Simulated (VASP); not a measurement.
# TiAl3 (I4/mmm) in VASP: settings compared, part 2 of 2

VASP 6.6.1.

## 4. Single point, r2SCAN

This run uses another cell than the first one, of 15.65 Å³/atom.

POSCAR

```
TiAl3
1.0
   -1.9126802366      1.9126802366      4.2774023715
    1.9126802366     -1.9126802366      4.2774023715
    1.9126802366      1.9126802366     -4.2774023715
Ti Al
1 3
Direct
    0.0000000000      0.0000000000      0.0000000000
    0.2500000000      0.7500000000      0.5000000000
    0.7500000000      0.2500000000      0.5000000000
    0.5000000000      0.5000000000      0.0000000000
```

INCAR.step1

```
SYSTEM = TiAl3
  ALGO = Normal
  EDIFF = 1E-4
  ENCUT = 520
  GGA = PE
  ISMEAR = -1
  LASPH = .TRUE.
  LCHARG = .FALSE.
  LREAL = .FALSE.
  LWAVE = .TRUE.
  NBANDS = 18
  NELM = 80
  PREC = Accurate
  SIGMA = 0.05
```

INCAR.step2

```
SYSTEM = TiAl3
  ALGO = Normal
  EDIFF = 1E-6
  ENCUT = 520
  ISIF = 2
  ISMEAR = -1
  ISTART = 1
  LASPH = .TRUE.
  LCHARG = .TRUE.
  LELF = .TRUE.
  LMIXTAU = .TRUE.
  LREAL = .FALSE.
  LVHAR = .TRUE.
  LWAVE = .FALSE.
  METAGGA = R2SCAN
  NBANDS = 18
  NELM = 80
  PREC = Accurate
  SIGMA = 0.05
```

KPOINTS

```
k-points
0
G
  10 10 10
  0 0 0
```

Potentials or basis: VASP PAW PBE potentials, release 64 (Ti_sv, Al).

Launch:

```
$ cat potpaw_PBE.64/Ti_sv/POTCAR potpaw_PBE.64/Al/POTCAR > POTCAR
$ cp INCAR.step1 INCAR
$ mpirun -np 1 vasp_std > vasp.out
$ cp INCAR.step2 INCAR
$ mpirun -np 1 vasp_std > vasp.out
```

OUTCAR:

```text
SYSTEM = TiAl3
   EDIFF = 1E-6
   ENCUT = 520
   ISIF = 2
   ISMEAR = -1
   ISTART = 1
   LASPH = .TRUE.
   LREAL = .FALSE.
   METAGGA = R2SCAN
   NELM = 80
   PREC = Accurate

 ion  position               nearest neighbor table
   1  0.000  0.000  0.000-   4 2.70   4 2.70   4 2.70   4 2.70   3 2.87   2 2.87   3 2.87   2 2.87
                             3 2.87   3 2.87   2 2.87   2 2.87
   2  0.250  0.750  0.500-   3 2.70   3 2.70   3 2.70   3 2.70   4 2.87   1 2.87   4 2.87   4 2.87
                             1 2.87   1 2.87   4 2.87   1 2.87
   3  0.750  0.250  0.500-   2 2.70   2 2.70   2 2.70   2 2.70   4 2.87   1 2.87   4 2.87   1 2.87
[... 710 lines left out ...]
  -------------------------------------------------------------------------------------
  Total       -0.0348739     -0.0348739     -0.0261878      0.0000000     -0.0000000      0.0000000
  in kB       -0.8926611     -0.8926611     -0.6703251      0.0000000     -0.0000000      0.0000000
  external PRESSURE =      -0.8185491 kB  Pullay stress =       0.0000000 kB

 VOLUME and BASIS-vectors are now :
 -----------------------------------------------------------------------------
  energy-cutoff  :      520.00
  volume of cell :       62.59
      direct lattice vectors                 reciprocal lattice vectors
    -1.912680237  1.912680237  4.277402372     0.000000000  0.261413273  0.116893375
     1.912680237 -1.912680237  4.277402372     0.261413273  0.000000000  0.116893375
     1.912680237  1.912680237 -4.277402372     0.261413273  0.261413273  0.000000000

 POSITION                                       TOTAL-FORCE (eV/Angst)
 -----------------------------------------------------------------------------------
      0.00000      0.00000      0.00000        -0.000000     -0.000000     -0.000000
      1.91268      0.00000      2.13870         0.000000     -0.000000     -0.000000
      0.00000      1.91268      2.13870        -0.000000      0.000000      0.000000
      0.00000      0.00000      4.27740        -0.000000     -0.000000     -0.000000
 -----------------------------------------------------------------------------------
    total drift:                               -0.000000     -0.000000      0.000000

  FREE ENERGIE OF THE ION-ELECTRON SYSTEM (eV)
  ---------------------------------------------------
  free  energy   TOTEN  =       -34.9141250400 eV

  energy  without entropy=      -34.9017499669  energy(sigma->0) =      -34.90793750
```

Run time: 7.3 min. Hardware: 1 thread of AMD EPYC 9R45 (Zen 5), shared host; peak memory 0.29 GiB.

Results:

```yaml
Free_energy: -34.9141 eV
Pressure: -0.1 GPa
Band_gap_on_the_k_mesh: zero (an odd number of electrons rules out a gap without spin polarisation)
```

Caveat: the PAW data sets were made with another functional, which shifts forces and pressure a little.

## 5. Relaxation of cell and atoms, PBEsol, target pressure 2 GPa, at which the enthalpy is minimised

This run uses another cell than the first one, of 15.63 Å³/atom.

INCAR

```
ALGO = Fast ; EDIFF = 1E-7
EDIFFG = -0.01 ; ENCUT = 600
GGA = PS ; IBRION = 2
ISIF = 3 ; ISMEAR = -1
LASPH = T ; LCHARG = F
LREAL = F ; LWAVE = F
NELM = 100 ; NSW = 60
PREC = Accurate ; PSTRESS = 20.0
SIGMA = 0.05
```

KPOINTS

```
k-points
0
Gamma
  10 10 10
```

POSCAR

```
TiAl3
1.0
   -1.9111067713      1.9111067713      4.2806687947
    1.9111067713     -1.9111067713      4.2806687947
    1.9111067713      1.9111067713     -4.2806687947
Ti Al
1 3
Direct
    0.0000000000      0.0000000000      0.0000000000
    0.2500000000      0.7500000000      0.5000000000
    0.7500000000      0.2500000000      0.5000000000
    0.5000000000      0.5000000000      0.0000000000
```

Launch:

```
$ cat potpaw_PBE.64/Ti_sv/POTCAR potpaw_PBE.64/Al/POTCAR > POTCAR
$ mpirun -np 1 vasp_std > vasp.out
```

Run time: 17 min. Hardware: 1 thread of AMD EPYC 9R45 (Zen 5), shared host; peak memory 0.3 GiB.

The run converged. Its results:

| Item | Value |
| --- | --- |
| Free energy | -22.2298 eV |
| Relaxed volume | 15.31 Å³/atom |
| Relaxed cell | a = 5.027 Å, b = 5.027 Å, c = 5.027 Å, α = 135.63°, β = 135.63°, γ = 64.55° |
| Space group after relaxing (to 0.1 Å) | I4/mmm (No. 139) |
| Energy change on relaxing (the run minimises the enthalpy) | +1.6 meV/atom |
| Ionic steps | 3 |
| Pressure after relaxing | 2.0 GPa |
| Band gap on the k mesh | zero (an odd number of electrons rules out a gap without spin polarisation) |

Stress tensor (GPa, compression positive):
```
2.06 0.00 0.00
0.00 2.06 0.00
0.00 0.00 1.91
```

The path:
| step | energy change (eV) | largest force (eV/Å) | pressure (GPa) | volume (Å³) |
| --- | --- | --- | --- | --- |
| 1 | 0.0000 | 0.0000 | -0.39 | 62.54 |
| 2 | 0.0202 | 0.0000 | 3.60 | 60.45 |
| 3 | 0.0063 | 0.0000 | 2.01 | 61.25 |

Final structure:
```
Ti Al
1.0
    -1.89800    1.89800    4.25038
     1.89800   -1.89800    4.25038
     1.89800    1.89800   -4.25038
Ti Al
1 3
Direct
  0.00000 0.00000 0.00000
  0.25000 0.75000 0.50000
  0.75000 0.25000 0.50000
  0.50000 0.50000 0.00000
```

Levels at points of the mesh, in eV from the Fermi level:
```
           k point  band 8  band 9  band 10  band 11  band 12  band 13  band 14
(0.00, 0.00, 0.00)   -1.47   -1.25    -1.25     0.86     1.80     1.80     2.24
(0.50, 0.00, 0.00)   -2.93   -1.07    -0.27     0.52     1.87     2.14     3.22
(0.50, 0.50, 0.00)   -3.81   -2.71    -2.21    -1.01     1.83     2.00     2.75
(0.50, 0.50, 0.50)   -0.90   -0.90    -0.25     0.72     0.72     0.99     3.11
```

Caveat: the cell is relaxed towards a set pressure, so the run minimises the enthalpy, not the energy; the PAW data sets were made with another functional, which shifts forces and pressure a little.

## 6. Summary

```csv
task,level,cell,cutoff (eV),gap on the mesh (eV),pressure (GPa)
single point,r2SCAN,"a = 5.162 Å, angles 135.6, 135.6, 64.5°, 4 atoms",520,none,-6.0
single point,BLYP,"a = 5.158 Å, angles 135.8, 135.8, 64.3°, 4 atoms",520,none,0.2
single point,r2SCAN,"a = 5.061 Å, angles 135.6, 135.6, 64.6°, 4 atoms",520,none,-0.1
relaxation of cell and atoms,PBEsol,"relaxed to 2 GPa from a = 5.062 Å, angles 135.6, 135.6, 64.5°, 4 atoms",600,none,2.0
```

Alike in all rows: potentials or basis VASP PAW PBE potentials, release 64 (Ti_sv, Al); no spin polarisation; k mesh 10 × 10 × 10; smearing fermi-dirac 0.05 eV.

Caveats: the PAW data sets were made with another functional, which shifts forces and pressure a little; the cell stands under tension (at least some runs); the cell is relaxed towards a set pressure, so the run minimises the enthalpy, not the energy (at least some runs).

Absolute energies hang on the potentials; compare differences alone.
